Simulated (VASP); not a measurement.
LuHCl, 6 atoms in the cell. Symmetry: R-3m, No. 166, trigonal system. Conventional cell: a = 3.625 Å, b = 3.625 Å, c = 27.524 Å, α = 90.00°, β = 90.00°, γ = 120.00°. Lu (site symmetry 3m) has 4 H at 2.10 to 2.15 Å and 3 Cl at 2.68 Å within 2.8 Å. H (site symmetry 3m) has 4 Lu at 2.10 to 2.15 Å and 3 H at 2.65 Å within 2.8 Å. Cl (site symmetry 3m) has 3 Lu at 2.68 Å and 3 H at 3.00 Å and 6 Cl at 3.62 Å within 3.7 Å. 

| Item | Value |
| --- | --- |
| Program | VASP 6.6.1 |
| Task | single point |
| Functional | r2SCAN |
| Potentials or basis | VASP PAW PBE potentials, release 64 (Lu, H, Cl) |
| Cutoff | 660 eV |
| k mesh | 3 × 3 × 3 |
| Occupations | fermi-dirac, width 0.1 eV |
| Spin | no spin polarisation |
| Dipole correction | no |
| Further INCAR settings | ALGO = Normal; EDIFF = 1e-06; NBANDS = 42 |

Potentials or basis: VASP PAW PBE potentials, release 64 (Lu, H, Cl).

Command:

```sh
$ cat potpaw_PBE.64/Lu/POTCAR potpaw_PBE.64/H/POTCAR potpaw_PBE.64/Cl/POTCAR > POTCAR
$ cp INCAR.step1 INCAR
$ mpirun -np 1 vasp_std > vasp.out
$ cp INCAR.step2 INCAR
$ mpirun -np 1 vasp_std > vasp.out
```

Hardware: 1 thread of Intel(R) Xeon(R) 6975P-C (Granite Rapids) (shared host).

**Question.** How long does it take, and how much memory?

**Answer.** Run time: 9.5 min on 1 thread of Intel(R) Xeon(R) 6975P-C (Granite Rapids), with other jobs on the host, peak memory 1.2 GiB. Counts: k points 6.
